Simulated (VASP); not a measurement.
# Hf (P6_3/mmc) in VASP: a series of runs

The runs below take Hf through relaxation of cell and atoms, with PBE.

Everything below comes from runs of VASP 6.6.1. Logs are shortened: lines on timing, memory, paths and dates and some standing lists are left out, and cuts for length are marked.

## (1) The cell of the first run

It takes space group P6_3/mmc (No. 194, hexagonal). Conventional cell: a = 3.045 Å, b = 3.045 Å, c = 4.848 Å, α = 90.00°, β = 90.00°, γ = 120.00°. Hf (site symmetry -6m2) has 12 Hf at 2.99 to 3.05 Å within 3.9 Å.

## (2) Relaxation of cell and atoms, PBE, target pressure 35 GPa, at which the enthalpy is minimised

Input file INCAR:

```
PREC     = Accurate       # precision mode
ENCUT    = 600            # plane-wave cutoff, eV
EDIFF    = 1E-7           # SCF threshold, eV
ISMEAR   = 0              # smearing method
SIGMA    = 0.1            # smearing width, eV
LREAL    = F              # projectors in reciprocal space
LASPH    = T              # aspherical terms in the spheres
NELM     = 100            # most SCF steps
ALGO     = Fast           # electronic algorithm
ISIF     = 3              # what is computed and relaxed
LWAVE    = F              # write WAVECAR
LCHARG   = F              # write CHGCAR
GGA      = PE             # functional
IBRION   = 2              # ionic algorithm
NSW      = 80             # ionic steps
EDIFFG   = -0.002         # ionic threshold
PSTRESS  = 350.0
```

Input file KPOINTS:

```
regular mesh
0
Gamma
  16 16 10
```

Input file POSCAR:

```
Hf
1.0
    3.0452365363      0.0000000000      0.0000000000
   -1.5226182681      2.6372522010      0.0000000000
    0.0000000000      0.0000000000      4.8481803252
Hf
2
Direct
    0.3333333333      0.6666666667      0.2500000000
    0.6666666667      0.3333333333      0.7500000000
```

Potentials or basis: VASP PAW PBE potentials, release 64 (Hf_pv).

Run with:

```sh
$ cat potpaw_PBE.64/Hf_pv/POTCAR > POTCAR
$ mpirun -np 1 vasp_std > vasp.out
```

OUTCAR:

```text
PREC = Accurate
   ENCUT = 600
   EDIFF = 1E-7
   ISMEAR = 0
   LREAL = F
   LASPH = T
   NELM = 100
   ISIF = 3
   GGA = PE
   IBRION = 2
   NSW = 80
   EDIFFG = -0.002
   PSTRESS = 350.0

 ion  position               nearest neighbor table
   1  0.333  0.667  0.250-   2 2.99   2 2.99   2 2.99   2 2.99   2 2.99   2 2.99
   2  0.667  0.333  0.750-   1 2.99   1 2.99   1 2.99   1 2.99   1 2.99   1 2.99

  LATTYP: Found a hexagonal cell.
 ALAT       =     3.0452365363
 C/A-ratio  =     1.5920537756

  Lattice vectors:

 A1 = (   3.0452365363,   0.0000000000,   0.0000000000)
 A2 = (  -1.5226182681,   2.6372522010,   0.0000000000)
 A3 = (   0.0000000000,   0.0000000000,   4.8481803252)

Analysis of symmetry for initial positions (statically):
=====================================================================
 Subroutine PRICEL returns:
 Original cell was already a primitive cell.

 Routine SETGRP: Setting up the symmetry group for a
 hexagonal supercell.

 Subroutine GETGRP returns: Found 24 space group operations
 (whereof 12 operations were pure point group operations)
 out of a pool of 24 trial point group operations.

The static configuration has the point symmetry D_3d.
 The point group associated with its full space group is D_6h.

Analysis of symmetry for dynamics (positions and initial velocities):
=====================================================================
 Subroutine PRICEL returns:
 Original cell was already a primitive cell.

 Routine SETGRP: Setting up the symmetry group for a
 hexagonal supercell.

 Subroutine GETGRP returns: Found 24 space group operations
 (whereof 12 operations were pure point group operations)
 out of a pool of 24 trial point group operations.

The dynamic configuration has the point symmetry D_3d.
 The point group associated with its full space group is D_6h.

 Subroutine INISYM returns: Found 24 space group operations
 (whereof 12 operations are pure point group operations),
 and found     1 'primitive' translations

----------------------------------------------------------------------------------------

                                     Primitive cell

  volume of cell :      38.9360

  direct lattice vectors                    reciprocal lattice vectors
     3.045236536  0.000000000  0.000000000     0.328381716  0.189591272  0.000000000
    -1.522618268  2.637252201  0.000000000     0.000000000  0.379182544  0.000000000
     0.000000000  0.000000000  4.848180325     0.000000000  0.000000000  0.206262955

  length of vectors
     3.045236536  3.045236536  4.848180325     0.379182544  0.379182544  0.206262955
[... 104 lines left out ...]
  Thomas-Fermi vector in A             =   2.441581
   LORBIT       =      0    0 simple, 1 ext, 2 COOP (PROOUT), +10 PAW based schemes
   GGA     = PE    functional components
   LHFCALC =     F    Hartree Fock is set to
   AEXX    =    0.0000 exact exchange contribution
   IVDW    =     0    specifies the selected vdW correction
   LEPSILON=     F    determine dielectric tensor
   LRPA    =     F    only Hartree local field effects (RPA)
 conjugate gradient relaxation of ions
 non-spin polarized calculation
 RMM-DIIS sequential band-by-band and
 Gauss-broadening in eV      SIGMA  =   0.10
  energy-cutoff  :      600.00
  volume of cell :       38.94
 maximum number of plane-waves:      1322
   NGX = 13   NGY = 13   NGZ = 19

--------------------------------------- Ionic step        1  -------------------------------------------

 number of electron      20.0000003 magnetization

 Free energy of the ion-electron system (eV)
  ---------------------------------------------------
  ext. energy  EPLUGINS =         0.00000000
  ---------------------------------------------------
  free energy    TOTEN  =       -19.52590171 eV

  energy without entropy =      -19.51925906  energy(sigma->0) =      -19.52258039

------------------------ aborting loop because EDIFF is reached ----------------------------------------

  FORCE on cell =-STRESS in cart. coord.  units (eV):
  Direction    XX          YY          ZZ          XY          YZ          ZX
  --------------------------------------------------------------------------------------
  -------------------------------------------------------------------------------------
  Total        4.7628176      4.7628176      4.7290310      0.0000000      0.0000000     -0.0000000
  in kB      195.9851066    195.9851066    194.5948229      0.0000000      0.0000000     -0.0000000
  external PRESSURE =    -154.4783213 kB  Pullay stress =     350.0000000 kB
[... 291 lines left out ...]
--------------------------------------- Ionic step        9  -------------------------------------------

 number of electron      19.9999998 magnetization

 Free energy of the ion-electron system (eV)
  ---------------------------------------------------
  ext. energy  EPLUGINS =         0.00000000
  ---------------------------------------------------
  free energy    TOTEN  =       -19.02029085 eV

  energy without entropy =      -19.01288547  energy(sigma->0) =      -19.01658816

 E-fermi :   6.5826     XC(G=0): -12.3266

 val. band max:        6.5824904798   @ k =   0.1875   0.1875   0.5000
 cond. band min:       6.5827748785   @ k =   0.0000   0.0000   0.5000
 fundamental gap:      0.0002843987
 Fermi energy:         6.5826018694

 k-point     1 :       0.0000    0.0000    0.0000
  band No.  band energies     occupation
      1     -24.5425      2.00000
      2     -23.0641      2.00000
      3     -23.0641      2.00000
      4     -22.8337      2.00000
      5     -22.8324      2.00000
      6     -22.8324      2.00000
      7      -1.5051      2.00000
      8       2.0840      2.00000
      9       7.7708      0.00000
     10       7.7708      0.00000
     11       7.9634      0.00000
     12       8.1217      0.00000
     13       8.8256      0.00000
     14       8.8256      0.00000
[... 377 lines left out ...]
      1     -23.9780      2.00000
      2     -23.9429      2.00000
      3     -23.8579      2.00000
      4     -23.4403      2.00000
      5     -23.1792      2.00000
      6     -23.1548      2.00000
      7       2.7480      2.00000
      8       4.0967      2.00000
      9       4.4102      2.00000
     10       5.1109      2.00000
     11       6.8759      0.00003
     12       7.7324      0.00000
     13       8.1603      0.00000
     14      11.0110      0.00000

 [... further k-points ...]

------------------------ aborting loop because EDIFF is reached ----------------------------------------

  FORCE on cell =-STRESS in cart. coord.  units (eV):
  Direction    XX          YY          ZZ          XY          YZ          ZX
  --------------------------------------------------------------------------------------
  -------------------------------------------------------------------------------------
  Total        7.8507581      7.8507581      7.8504153      0.0000000      0.0000000     -0.0000000
  in kB      350.1560628    350.1560628    350.1407766      0.0000000      0.0000000     -0.0000000
  external PRESSURE =       0.1509674 kB  Pullay stress =     350.0000000 kB
[... 21 lines left out ...]
  energy  without entropy=      -19.0128854711  energy(sigma->0) =      -19.01658816

  enthalpy is  TOTEN    =       -11.1730318198 eV   P V=        7.8472590296

 reached required accuracy - stopping structural energy minimisation
```

OSZICAR:

```text
N       E                     dE             d eps       ncg     rms          rms(c)
DAV:   1     0.549906767838E+02    0.54991E+02   -0.12828E+04  5040   0.154E+03
[... 95 lines left out ...]
DAV:   1    -0.190205811466E+02    0.14784E-01   -0.74101E-03  5076   0.790E-01    0.231E-01
RMM:   2    -0.190203629967E+02    0.21815E-03   -0.42131E-04  5048   0.181E-01    0.862E-02
RMM:   3    -0.190202877996E+02    0.75197E-04   -0.24007E-04  5064   0.119E-01    0.322E-02
RMM:   4    -0.190202893848E+02   -0.15852E-05   -0.29133E-05  5462   0.472E-02    0.186E-02
RMM:   5    -0.190202903970E+02   -0.10122E-05   -0.47594E-06  5250   0.184E-02    0.724E-03
RMM:   6    -0.190202909012E+02   -0.50424E-06   -0.14123E-06  5288   0.952E-03    0.449E-03
RMM:   7    -0.190202908494E+02    0.51837E-07   -0.24152E-07  3367   0.406E-03
   9 F= -.11173032E+02 E0= -.11169329E+02  d E =-.192939E-04
```

It took 5.5 min on 1 thread of Intel Xeon 6975P-C, shared host; peak memory 0.26 GiB.

What came out:

```yaml
Free_energy: -19.0203 eV
Relaxed_volume: 17.96 Å³/atom
Relaxed_cell: a = 2.958 Å, b = 2.958 Å, c = 4.740 Å, α = 90.00°, β = 90.00°, γ = 120.00°
Space_group_after_relaxing_to_0.05_Å: P6_3/mmc (No. 194)
Energy_change_on_relaxing_the_enthalpy_is_what_falls: +252.8 meV/atom
Ionic_steps: 9
Pressure_after_relaxing: 35.0 GPa
Band_gap_on_the_k_mesh: zero (band 10 reaches 7.84 eV, above the bottom of band 11 at 6.15 eV)
```

The path:
| step | energy change (eV) | largest force (eV/Å) | pressure (GPa) | volume (Å³) |
| --- | --- | --- | --- | --- |
| 1 | 0.0000 | 0.0000 | 19.55 | 38.94 |
| 2 | 3.0291 | 0.0000 | 94.06 | 29.29 |
| 3 | 0.4544 | 0.0000 | 33.66 | 36.16 |
| 4 | 0.4972 | 0.0000 | 34.85 | 35.96 |
| 5 | 0.5098 | 0.0000 | 35.20 | 35.91 |
| 6 | 0.5123 | 0.0000 | 35.20 | 35.89 |
| 7 | 0.5126 | 0.0000 | 35.20 | 35.89 |
| 8 | 0.4905 | 0.0000 | 34.59 | 35.99 |
| 9 | 0.5056 | 0.0000 | 35.02 | 35.92 |

Final structure:
```
CELL_PARAMETERS angstrom
2.95818 0.00000 0.00000
-1.47909 2.56186 0.00000
0.00000 0.00000 4.74001
ATOMIC_POSITIONS crystal
Hf 0.33333 0.66667 0.25000
Hf 0.66667 0.33333 0.75000
```

Caveat: the cell is relaxed towards a set pressure, so the enthalpy falls and the energy may rise; spin-orbit coupling is left out, which moves the levels of the heavy elements.

## (3) Relaxation of cell and atoms, PBE, target pressure 20 GPa, at which the enthalpy is minimised

This run uses another cell than the first one, of 20.77 Å³/atom, 1.067 times its volume.

Input file INCAR:

```
SYSTEM = Hf
PREC     = Accurate       ! precision mode
ENCUT    = 600            ! plane-wave cutoff, eV
EDIFF    = 1E-7           ! SCF threshold, eV
ISMEAR   = 0              ! smearing method
SIGMA    = 0.1            ! smearing width, eV
LREAL    = .False.        ! projectors in reciprocal space
LASPH    = .True.         ! aspherical terms in the spheres
NELM     = 100            ! most SCF steps
ALGO     = Fast           ! electronic algorithm
ISIF     = 3              ! what is computed and relaxed
LWAVE    = .False.        ! write WAVECAR
LCHARG   = .False.        ! write CHGCAR
GGA      = PE             ! functional
IBRION   = 2              ! ionic algorithm
NSW      = 80             ! ionic steps
EDIFFG   = -0.002         ! ionic threshold
PSTRESS  = 200.0
```

Input file KPOINTS:

```
regular mesh
0
Gamma
  16 16 10
  0 0 0
```

Input file POSCAR:

```
Hf
1.0
    3.1163339713      0.0000000000      0.0000000000
   -1.5581669856      2.6988243858      0.0000000000
    0.0000000000      0.0000000000      4.9394314393
Hf
2
Direct
    0.3333333333      0.6666666667      0.2500000000
    0.6666666667      0.3333333333      0.7500000000
```

Potentials or basis: VASP PAW PBE potentials, release 64 (Hf_pv).

Run with:

```sh
$ cat potpaw_PBE.64/Hf_pv/POTCAR > POTCAR
$ mpirun -np 1 vasp_std > vasp.out
```

It took 12 min on 1 thread of Intel Xeon 6975P-C, shared host; peak memory 0.28 GiB.

Results (log left out):

- Free energy: -19.5139 eV
- Relaxed volume: 19.42 Å³/atom
- Relaxed cell: a = 3.043 Å, b = 3.043 Å, c = 4.842 Å, α = 90.00°, β = 90.00°, γ = 120.00°
- Space group after relaxing (to 0.05 Å): P6_3/mmc (No. 194)
- Energy change on relaxing (the enthalpy is what falls): +122.8 meV/atom
- Ionic steps: 14
- Pressure after relaxing: 20.0 GPa
- Band gap on the k mesh: zero (band 10 reaches 7.16 eV, above the bottom of band 11 at 5.49 eV)

The path:
```tsv
step	energy change (eV)	largest force (eV/Å)	pressure (GPa)	volume (Å³)
1	0.0000	0.0000	9.55	41.54
2	1.2616	0.0000	48.65	33.92
3	0.2300	0.0000	19.43	38.96
4	0.2443	0.0000	20.00	38.85
5	0.2378	0.0000	19.74	38.90
6	0.2388	0.0000	19.76	38.89
7	0.2392	0.0000	19.77	38.89
8	0.2574	0.0000	20.42	38.74
9	0.2459	0.0000	20.01	38.83
10	0.2458	0.0000	20.02	38.83
11	0.2425	0.0000	19.88	38.86
12	0.2454	0.0000	19.99	38.84
13	0.2456	0.0000	19.98	38.84
14	0.2455	0.0000	20.00	38.84
```

Final structure:
```yaml
crystal:
  lattice:
    - [3.04317, 0.00000, 0.00000]
    - [-1.52159, 2.63547, 0.00000]
    - [0.00000, 0.00000, 4.84223]
  atoms:
    - { symbol: Hf, position: [0.33333, 0.66667, 0.25000] }
    - { symbol: Hf, position: [0.66667, 0.33333, 0.75000] }
```

Levels at points of the mesh, in eV from the Fermi level:
| k point | band 7 | band 8 | band 9 | band 10 | band 11 | band 12 | band 13 | band 14 |
| --- | --- | --- | --- | --- | --- | --- | --- | --- |
| (0.00, 0.00, 0.00) | -7.86 | -4.20 | 1.18 | 1.19 | 1.19 | 1.46 | 2.17 | 2.17 |
| (0.50, 0.00, 0.00) | -3.60 | -3.33 | -2.74 | -0.49 | 0.77 | 1.03 | 1.92 | 6.91 |
| (0.00, 0.00, 0.50) | -5.63 | -5.63 | 0.06 | 0.06 | 1.08 | 1.08 | 1.08 | 1.08 |
| (0.50, 0.00, 0.50) | -3.91 | -3.91 | -1.31 | -1.31 | 1.74 | 1.74 | 2.98 | 2.98 |

Caveat: the cell is relaxed towards a set pressure, so the enthalpy falls and the energy may rise; spin-orbit coupling is left out, which moves the levels of the heavy elements.
